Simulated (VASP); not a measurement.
# Ta (P6/mmm) in VASP: single point with PBE

Aim: the single point of Ta with PBE.

Program: VASP 6.6.1. These are calculated values, not measurements. Logs are shortened: lines on timing, memory, paths and dates and some standing lists are left out, and cuts for length are marked.

### 1 The cell of the first run

The structure is hexagonal, space group P6/mmm (No. 191). Conventional cell: a = 4.864 Å, b = 4.864 Å, c = 2.728 Å, α = 90.00°, β = 90.00°, γ = 120.00°. Within 3.6 Å of Ta (site symmetry 6/mmm) lie 14 Ta at 2.73 to 3.12 Å. Within 3.6 Å of Ta (site symmetry -6m2) lie 11 Ta at 2.73 to 3.12 Å.

This isn't the form of Ta at room conditions, which is bcc.

### 2 Single point, PBE

Contents of INCAR:

```
  PREC = Accurate
  ENCUT = 520
  EDIFF = 1E-6
  ISMEAR = 0
  SIGMA = 0.1
  LREAL = False
  LASPH = True
  NELM = 60
  ALGO = Fast
  ISIF = 2
  LWAVE = False
  LCHARG = False
  GGA = PE
  NBANDS = 24
```

Contents of KPOINTS:

```
Automatic mesh
0
Gamma
  12 12 16
```

Contents of POSCAR:

```
Ta
1.0
    4.8641556994      0.0000000000      0.0000000000
   -2.4320778497      4.2124824037      0.0000000000
    0.0000000000      0.0000000000      2.7280764621
Ta
3
Direct
    0.0000000000      0.0000000000      0.0000000000
    0.3333333333      0.6666666667      0.5000000000
    0.6666666667      0.3333333333      0.5000000000
```

Potentials or basis: VASP PAW PBE potentials, release 64 (Ta_pv).

Command:

```bash
> cat potpaw_PBE.64/Ta_pv/POTCAR > POTCAR
> mpirun -np 1 vasp_std > vasp.out
```

OUTCAR:

```text
PREC = Accurate
   ENCUT = 520
   EDIFF = 1E-6
   ISMEAR = 0
   LREAL = False
   LASPH = True
   NELM = 60
   ISIF = 2
   GGA = PE

 ion  position               nearest neighbor table
   1  0.000  0.000  0.000-   2 3.12   3 3.12   2 3.12   3 3.12   3 3.12   3 3.12   2 3.12   2 3.12
                             3 3.12   3 3.12   2 3.12   2 3.12
   2  0.333  0.667  0.500-   3 2.81   3 2.81   3 2.81   1 3.12   1 3.12   1 3.12   1 3.12   1 3.12
                             1 3.12
   3  0.667  0.333  0.500-   2 2.81   2 2.81   2 2.81   1 3.12   1 3.12   1 3.12   1 3.12   1 3.12
                             1 3.12

  LATTYP: Found a hexagonal cell.
 ALAT       =     4.8641556994
 C/A-ratio  =     0.5608530299

  Lattice vectors:

 A1 = (   4.8641556994,   0.0000000000,   0.0000000000)
 A2 = (  -2.4320778497,   4.2124824037,   0.0000000000)
 A3 = (   0.0000000000,   0.0000000000,   2.7280764621)

Analysis of symmetry for initial positions (statically):
=====================================================================
 Subroutine PRICEL returns:
 Original cell was already a primitive cell.

 Routine SETGRP: Setting up the symmetry group for a
 hexagonal supercell.

 Subroutine GETGRP returns: Found 24 space group operations
 (whereof 24 operations were pure point group operations)
 out of a pool of 24 trial point group operations.

The static configuration has the point symmetry D_6h.

Analysis of symmetry for dynamics (positions and initial velocities):
=====================================================================
 Subroutine PRICEL returns:
 Original cell was already a primitive cell.

 Routine SETGRP: Setting up the symmetry group for a
 hexagonal supercell.

 Subroutine GETGRP returns: Found 24 space group operations
 (whereof 24 operations were pure point group operations)
 out of a pool of 24 trial point group operations.

The dynamic configuration has the point symmetry D_6h.

 Subroutine INISYM returns: Found 24 space group operations
 (whereof 24 operations are pure point group operations),
 and found     1 'primitive' translations

----------------------------------------------------------------------------------------

                                     Primitive cell

  volume of cell :      55.8988

  direct lattice vectors                    reciprocal lattice vectors
     4.864155699  0.000000000  0.000000000     0.205585524  0.118694858  0.000000000
    -2.432077850  4.212482404  0.000000000     0.000000000  0.237389716  0.000000000
     0.000000000  0.000000000  2.728076462     0.000000000  0.000000000  0.366558641

  length of vectors
[... 85 lines left out ...]
   LREAL  =      F    real-space projection
   EDIFFG = 0.1E-04   stopping-criterion for IOM
   NSW    =      0    number of steps for IOM
   IBRION =     -1    ionic relax: 0-MD 1-quasi-New 2-CG
   NFREE  =      0    steps in history (QN), initial steepest desc. (CG)
   ISIF   =      2    stress and relaxation
   ISYM   =      2    0-nonsym 1-usesym 2-fastsym
   POTIM  = 0.5000    time-step for ionic-motion
   TEBEG  =    0.0;   TEEND  =   0.0 temperature during run
   PSTRESS=    0.0 pullay stress
   NELECT =      33.0000    total number of electrons
   NUPDOWN=      -1.0000    fix difference up-down
   EMIN   =  10.00;   EMAX   =-10.00  energy-range for DOS
   EFERMI =   0.00;   METHOD = LEGACY
   ISMEAR =     0;   SIGMA  =   0.10  broadening in eV -4-tet -1-fermi 0-gaus
   EFERMI_NEDOS =   21; number of points for ismear=-14 and -15
   IALGO  =     68    algorithm
   IMIX   =      4    mixing-type and parameters
     AMIX     =   0.40;   BMIX     =  1.00
     AMIX_MAG =   1.60;   BMIX_MAG =  1.00
  volume/ion in A,a.u.               =      18.63       125.74
  Fermi-wavevector in a.u.,A,eV,Ry     =   1.373342  2.595241 25.661525  1.886069
  Thomas-Fermi vector in A             =   2.498868
   LORBIT       =      0    0 simple, 1 ext, 2 COOP (PROOUT), +10 PAW based schemes
   GGA     = PE    functional components
   LHFCALC =     F    Hartree Fock is set to
   AEXX    =    0.0000 exact exchange contribution
   IVDW    =     0    specifies the selected vdW correction
   LEPSILON=     F    determine dielectric tensor
   LRPA    =     F    only Hartree local field effects (RPA)
 non-spin polarized calculation
 RMM-DIIS sequential band-by-band and
 Gauss-broadening in eV      SIGMA  =   0.10
  energy-cutoff  :      520.00
  volume of cell :       55.90
 maximum number of plane-waves:      1527
   NGX = 19   NGY = 19   NGZ = 11

 number of electron      33.0000010 magnetization

 Free energy of the ion-electron system (eV)
  ---------------------------------------------------
  ext. energy  EPLUGINS =         0.00000000
  ---------------------------------------------------
  free energy    TOTEN  =       -34.76364418 eV

  energy without entropy =      -34.74502207  energy(sigma->0) =      -34.75433313

 E-fermi :   5.5137     XC(G=0): -12.4319

 val. band max:        5.5132452507   @ k =   0.2500   0.1667   0.2500
 cond. band min:       5.5143810335   @ k =   0.2500   0.0833   0.0000
 fundamental gap:      0.0011357828
 Fermi energy:         5.5137348998

 k-point     1 :       0.0000    0.0000    0.0000
  band No.  band energies     occupation
      1     -28.8540      2.00000
      2     -28.8540      2.00000
      3     -28.6516      2.00000
      4     -28.6516      2.00000
      5     -28.0656      2.00000
      6     -28.0656      2.00000
[... 637 lines left out ...]
     23      10.3597      0.00000
     24      10.4291      0.00000

 [... further k-points ...]

------------------------ aborting loop because EDIFF is reached ----------------------------------------

  FORCE on cell =-STRESS in cart. coord.  units (eV):
  Direction    XX          YY          ZZ          XY          YZ          ZX
  --------------------------------------------------------------------------------------
  -------------------------------------------------------------------------------------
  Total        0.0293871      0.0293871      0.0555540      0.0000000     -0.0000000     -0.0000000
  in kB        0.8422960      0.8422960      1.5922969      0.0000000     -0.0000000     -0.0000000
  external PRESSURE =       1.0922963 kB  Pullay stress =       0.0000000 kB

 VOLUME and BASIS-vectors are now :
 -----------------------------------------------------------------------------
  energy-cutoff  :      520.00
  volume of cell :       55.90
      direct lattice vectors                 reciprocal lattice vectors
     4.864155699  0.000000000  0.000000000     0.205585524  0.118694858  0.000000000
    -2.432077850  4.212482404  0.000000000     0.000000000  0.237389716  0.000000000
     0.000000000  0.000000000  2.728076462     0.000000000  0.000000000  0.366558641

 POSITION                                       TOTAL-FORCE (eV/Angst)
 -----------------------------------------------------------------------------------
      0.00000      0.00000      0.00000        -0.000000      0.000000     -0.000000
     -0.00000      2.80832      1.36404         0.000000     -0.000000      0.000000
      2.43208      1.40416      1.36404        -0.000000      0.000000     -0.000000
 -----------------------------------------------------------------------------------
    total drift:                                0.000000      0.000000     -0.000000

  FREE ENERGIE OF THE ION-ELECTRON SYSTEM (eV)
  ---------------------------------------------------
  free  energy   TOTEN  =       -34.7636441777 eV

  energy  without entropy=      -34.7450220724  energy(sigma->0) =      -34.75433313
```

Run time: 71 s. Hardware: 1 thread of Intel Xeon 6975P-C (Granite Rapids), shared host; peak memory 0.29 GiB.

What came out:

```
Free energy            : -34.7636 eV
Pressure               : 0.1 GPa
Band gap on the k mesh : zero (an odd number of electrons rules out a gap without spin polarisation)
```

Stress tensor (GPa, compression positive):
```
0.08 0.00 0.00
0.00 0.08 0.00
0.00 0.00 0.16
```

Caveat: spin-orbit coupling is left out, which moves the levels of the heavy elements.
